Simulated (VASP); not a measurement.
**BaTiO3: single point with r2SCAN**

Crystal: BaTiO3.

```xyz
5
Lattice="3.9323 0.0000 0.0000 0.0000 3.9323 0.0000 0.0000 0.0000 4.0719" Properties=species:S:1:pos:R:3 pbc="T T T"
Ba    1.9662    1.9662    2.3720
Ti    0.0000    0.0000    0.4060
O     0.0000    1.9662    0.2586
O     1.9662    0.0000    0.2586
O     0.0000    0.0000    2.2425
```

This cell differs from its parent crystal: strain -1.0%.

```yaml
Program: VASP 6.6.1
Task: single point
Functional: r2SCAN
Potentials_or_basis: VASP PAW PBE potentials, release 64 (Ba_sv, Ti_sv, O)
Cutoff: 520 eV
k_mesh: 6 × 6 × 6
Occupations: gaussian, width 0.01 eV
Spin: non-collinear spin, zero start, spin-orbit coupling
Starting_moments: "[[0.0, 0.0, 0.0], [0.0, 0.0, 0.0], [0.0, 0.0, 0.0], [0.0, 0.0, 0.0], [0.0, 0.0, 0.0]] μB"
Dipole_correction: no
Further_INCAR_settings: ALGO = Normal; EDIFF = 1e-06; NBANDS = 55
```

```yaml
Pressure: 6.8 GPa
Largest_force: 0.148 eV/Å
Net_moment: 0.00 μB per cell
Valence_electrons_inside_the_program's_atomic_spheres: Ba 8.01; Ti 10.23; O 5.08
```

Forces on the atoms (eV/Å):
```
Ba   0.000  0.000 -0.025
Ti   0.000  0.000 -0.148
O    0.000  0.000  0.019
O    0.000  0.000  0.019
O    0.000  0.000  0.134
```

Stress tensor (GPa, compression positive):
```
7.47 0.00 0.00
0.00 7.47 0.00
0.00 0.00 5.39
```

Moments on the atoms (μB; x, y, z):
```
Ba  0.00 0.00 0.00
Ti  0.00 0.00 0.00
O   0.00 0.00 0.00
O   0.00 0.00 0.00
O   0.00 0.00 0.00
```

It took 56 min on 1 thread of Oxide Virtual Turin-like Processor (shared host), peak memory 0.5 GiB.

Caveat: the cell differs from its parent crystal (strain -1.0%); the cell stands under pressure; the PAW data sets were made with another functional, which shifts forces and pressure a little.
